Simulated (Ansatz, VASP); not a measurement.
Zn2SiN in VASP and in Ansatz

The input INCAR:

```
SYSTEM = Zn2SiN
ALGO = Normal
EDIFF = 1E-6
ENCUT = 600
GGA = PE
GGA_COMPAT = .False.
ISIF = 2
ISMEAR = 0
LASPH = .True.
LCHARG = .False.
LREAL = .False.
LWAVE = .False.
NBANDS = 24
NELM = 120
PREC = Accurate
SIGMA = 0.1
```

The input KPOINTS:

```
k-points
0
Gamma
  6 6 4
  0 0 0
```

File POSCAR:

```
Zn2SiN
1.0
    3.4444949400      0.0000000000      0.0000000000
   -1.7222474700      2.9830201300      0.0000000000
    0.0000000000      0.0000000000      6.0575662800
Zn Si N
2 1 1
Direct
    0.0000000000      0.0000000000      0.2631756200
    0.0000000000      0.0000000000      0.7368243800
    0.0000000000      0.0000000000      0.0000000000
    0.0000000000      0.0000000000      0.5000000000
```

Input for Ansatz:

```yaml
crystal:
  lattice:
    - [3.44449494, 0.0, 0.0]
    - [-1.72224747, 2.98302013, 0.0]
    - [0.0, 0.0, 6.05756628]
  atoms:
    - { symbol: Zn, position: [0.0, 0.0, 0.26317562] }
    - { symbol: Zn, position: [0.0, 0.0, 0.73682438] }
    - { symbol: Si, position: [0.0, 0.0, 0.0] }
    - { symbol: "N", position: [0.0, 0.0, 0.5] }
basis:
  ecutwfc: 420
kpoints:
  mp_grid: { grid: [6, 6, 4] }
hamiltonian:
  xc: pbe
scf:
  occupations: { method: gaussian, width: 0.1 }
  lower_state_search: "off"
output:
  forces: true
  stress: true
  eigenvalues: true
```

Alike in both runs: task single point; functional PBE; k mesh 6 × 6 × 4; occupations gaussian, width 0.1 eV; no spin polarisation.

```csv
,VASP,Ansatz
version,VASP 6.6.1,Ansatz 0.2.0
potentials or method,"VASP PAW PBE potentials, release 64 (Zn, Si, N), cutoff 600 eV","scalar-relativistic, plane waves, PAW"
valence electrons in the cell,33,33
```

|  | VASP | Ansatz | Ansatz less VASP |
| --- | --- | --- | --- |
| gap on the k mesh at the Fermi level (eV) | none | none | - |
| rms of the force components (eV/Å) | 3.215 | 2.813 | -0.4015 |

Atom by atom the forces differ by 0.401 eV/Å (rms over components). A gap of «none» marks a metal or a gap that the smearing closes.
